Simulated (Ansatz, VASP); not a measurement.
# One calculation of Mo, two programs

```
CELL_PARAMETERS angstrom
-1.57342 1.57342 1.57342
1.57342 -1.57342 1.57342
1.57342 1.57342 -1.57342
ATOMIC_POSITIONS crystal
Mo 0.00000 0.00000 0.00000
```

Alike in both runs: task single point; functional PBEsol; k mesh 18 × 18 × 18; occupations gaussian, width 0.1 eV; no spin polarisation.

|  | VASP | Ansatz |
| --- | --- | --- |
| version | VASP 6.6.1 | Ansatz 0.2.0 |
| potentials or method | VASP PAW PBE potentials, release 64 (Mo_sv), cutoff 520 eV | scalar-relativistic, plane waves, PAW |
| valence electrons in the cell | 14 | 14 |

Ansatz gave:

| Quantity | Value |
| --- | --- |
| gap on the k mesh at the Fermi level (eV) | none |
| pressure (GPa) | -4.5 |

Q: Estimate VASP's values.

A: gap on the k mesh at the Fermi level (eV): none; pressure (GPa): -4.0.

VASP's potentials were made for PBE, not for PBEsol. A gap of «none» marks a metal or a gap that the smearing closes. With one functional, cell and mesh, what is left measures potentials, basis and numerics.
